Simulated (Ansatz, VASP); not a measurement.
## ScAl4As: VASP beside Ansatz

```xyz
6
Lattice="0.0000 3.7925 3.7925 3.7925 0.0000 3.7925 3.7925 3.7925 0.0000" Properties=species:S:1:pos:R:3 pbc="T T T"
Sc    3.7925    3.7925    3.7925
Al    0.7373    0.7373    0.7373
Al    3.0552    3.0552    0.7373
Al    3.0552    0.7373    3.0552
Al    0.7373    3.0552    3.0552
As    1.8963    1.8963    1.8963
```

Alike in both runs: task relaxation of cell and atoms; functional PBE; k mesh 4 × 4 × 4; occupations gaussian, width 0.1 eV; no spin polarisation.

|  | VASP | Ansatz |
| --- | --- | --- |
| version | VASP 6.6.1 | Ansatz 0.2.0 |
| potentials or method | VASP PAW PBE potentials, release 64 (Sc_sv, Al, As), cutoff 600 eV | scalar-relativistic, plane waves, PAW |
| valence electrons in the cell | 28 | 38 |

```csv
,VASP,Ansatz,Ansatz less VASP
"gap on the k mesh at the Fermi level, each at its own relaxed structure (eV)",none,none,-
relaxed volume (Å³/atom),31.08,30.80,-0.278
relaxed cell length with the largest relative difference (Å),6.413,6.393,-0.0192
```

A gap of «none» marks a metal or a gap that the smearing closes. VASP's potentials hold 28 valence electrons a cell and Ansatz's 38, so a difference there can come from the potentials and not from the codes.

Noted on VASP's run: the volume moved by over 15 % at a fixed basis, so the end points are rough.
